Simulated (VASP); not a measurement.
Input of a VASP 6.6.1 run:

INCAR

```
SYSTEM = Ca3H2
PREC = Accurate
ENCUT = 520
EDIFF = 1E-6
ISMEAR = 0
SIGMA = 0.1
LREAL = .False.
LASPH = .True.
NELM = 80
ALGO = Normal
ISIF = 2
LWAVE = .False.
LCHARG = .False.
GGA = PE
NBANDS = 24
```

The input KPOINTS:

```
regular mesh
0
Gamma
  6 6 4
  0 0 0
```

Contents of POSCAR:

```
Ca3H2
1.0
    5.6884963850      0.0000000000      0.0000000000
   -2.8442481925      4.9263823787      0.0000000000
    0.0000000000      0.0000000000      4.4131645715
Ca H
3 2
Direct
    0.0000000000      0.0000000000      0.0000000000
    0.3333333333      0.6666666667      0.6462374423
    0.6666666667      0.3333333333      0.3537625577
    0.3333333333      0.6666666667      0.1436679326
    0.6666666667      0.3333333333      0.8563320674
```

Potentials or basis: VASP PAW PBE potentials, release 64 (Ca_sv, H).

Launch:

```bash
$ cat potpaw_PBE.64/Ca_sv/POTCAR potpaw_PBE.64/H/POTCAR > POTCAR
$ mpirun -np 1 vasp_std > vasp.out
```

(1) Estimate the pressure.

(2) What does it give for the largest force?

Answers

(1) 0.0 GPa.

(2) 0.008 eV/Å.
